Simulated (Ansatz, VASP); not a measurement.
**One calculation of BeSe2, two programs**

```
Be Se
1.0
     0.00000    4.00313    4.00313
     4.00313    0.00000    4.00313
     4.00313    4.00313    0.00000
Be Se
2 4
Direct
  0.50000 0.50000 0.50000
  0.75000 0.75000 0.75000
  0.12500 0.12500 0.12500
  0.62500 0.12500 0.12500
  0.12500 0.62500 0.12500
  0.12500 0.12500 0.62500
```

Change from the starting cell: species swapped into the HfW2 type (Fd-3m, No. 227).

Alike in both runs: functional PBE; k mesh 4 × 4 × 4; occupations gaussian, width 0.2 eV; no spin polarisation.

Ansatz relaxed the structure, and its values are those at the end. VASP's run is a single point on that final structure, the one shown.

|  | VASP | Ansatz |
| --- | --- | --- |
| version | VASP 6.6.1 | Ansatz 0.2.0 |
| potentials or method | VASP PAW PBE potentials, release 64 (Be, Se), cutoff 600 eV | scalar-relativistic, plane waves, PAW |
| valence electrons in the cell | 28 | 68 |

|  | VASP | Ansatz | Ansatz less VASP |
| --- | --- | --- | --- |
| gap on the k mesh at the Fermi level (eV) | none | none | - |
| pressure (GPa) | 0.6 | 0.6 | -0.02 |

A gap of «none» marks a metal or a gap that the smearing closes. VASP's potentials hold 28 valence electrons a cell and Ansatz's 68, so a difference there can come from the potentials and not from the codes.
